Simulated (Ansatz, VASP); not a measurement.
# One calculation of Mo, two programs

The input INCAR:

```
PREC = Accurate ; ENCUT = 600
EDIFF = 1E-6 ; ISMEAR = 0
SIGMA = 0.1 ; LREAL = False
LASPH = True ; NELM = 80
ALGO = Fast ; ISIF = 3
LWAVE = False ; LCHARG = False
GGA = PE ; IBRION = 2
NSW = 100 ; EDIFFG = -0.01
```

Contents of KPOINTS:

```
Automatic mesh
0
Gamma
  18 18 18
```

File POSCAR:

```
Mo
1.0
   -2.5209614745      2.5209614745      1.3310637934
    2.5209614745     -2.5209614745      1.3310637934
    2.5209614745      2.5209614745     -1.3310637934
Mo
2
Direct
    0.0000000000      0.0000000000      0.0000000000
    0.7500000000      0.2500000000      0.5000000000
```

Input for Ansatz:

```yaml
crystal:
  lattice:
    - [-2.5209614745, 2.5209614745, 1.3310637934]
    - [2.5209614745, -2.5209614745, 1.3310637934]
    - [2.5209614745, 2.5209614745, -1.3310637934]
  atoms:
    - { symbol: Mo, position: [0.0, 0.0, 0.0] }
    - { symbol: Mo, position: [0.75, 0.25, 0.5] }
basis:
  ecutwfc: 420
kpoints:
  mp_grid: { grid: [18, 18, 18] }
hamiltonian:
  xc: pbe
scf:
  occupations: { method: gaussian, width: 0.1 }
output:
  forces: true
  stress: true
  eigenvalues: true
relax:
  adjacent_minimum: "off"
  f_tol: 0.01
  max_steps: 80
  cell: { stress_tol: 0.05 }
```

Alike in both runs: task relaxation of cell and atoms; functional PBE; k mesh 18 × 18 × 18; occupations gaussian, width 0.1 eV; no spin polarisation.

|  | VASP | Ansatz |
| --- | --- | --- |
| version | VASP 6.6.1 | Ansatz 0.2.0 |
| potentials or method | VASP PAW PBE potentials, release 64 (Mo_sv), cutoff 600 eV | scalar-relativistic, plane waves, PAW |
| valence electrons in the cell | 28 | 28 |

|  | VASP | Ansatz | Ansatz less VASP |
| --- | --- | --- | --- |
| gap on the k mesh at the Fermi level, each at its own relaxed structure (eV) | none | none | - |
| relaxed volume (Å³/atom) | 16.92 | 16.89 | -0.035 |
| relaxed cell length with the largest relative difference (Å) | 3.817 | 3.815 | -0.0025 |

A gap of «none» marks a metal or a gap that the smearing closes.
